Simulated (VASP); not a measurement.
The system is Hf.

```
CELL_PARAMETERS angstrom
3.20451 0.00000 0.00000
-1.60225 2.77518 0.00000
0.00000 0.00000 5.07382
ATOMIC_POSITIONS crystal
Hf 0.33333 0.66667 0.25000
Hf 0.66667 0.33333 0.75000
```

Base run:

```yaml
Program: VASP 6.6.1
Functional: PBE
Potentials_or_basis: VASP PAW PBE potentials, release 64 (Hf_pv)
Cutoff: 520 eV
k_mesh: 11 × 11 × 6
Occupations: fermi-dirac, width 0.2 eV
Spin: no spin polarisation
```

Its results: band gap on the k mesh zero (band 10 reaches 6.04 eV, above the bottom of band 11 at 4.56 eV); pressure -0.1 GPa.

Task: The run is repeated on the same cell with these changes: occupations from fermi-dirac, width 0.2 eV to methfessel-paxton, width 0.6 eV. What comes out?

Result: Band gap on the k mesh zero (band 10 reaches 6.04 eV, above the bottom of band 11 at 4.56 eV); pressure -0.8 GPa.

Caveats: spin-orbit coupling is left out, which moves the levels of the heavy elements.
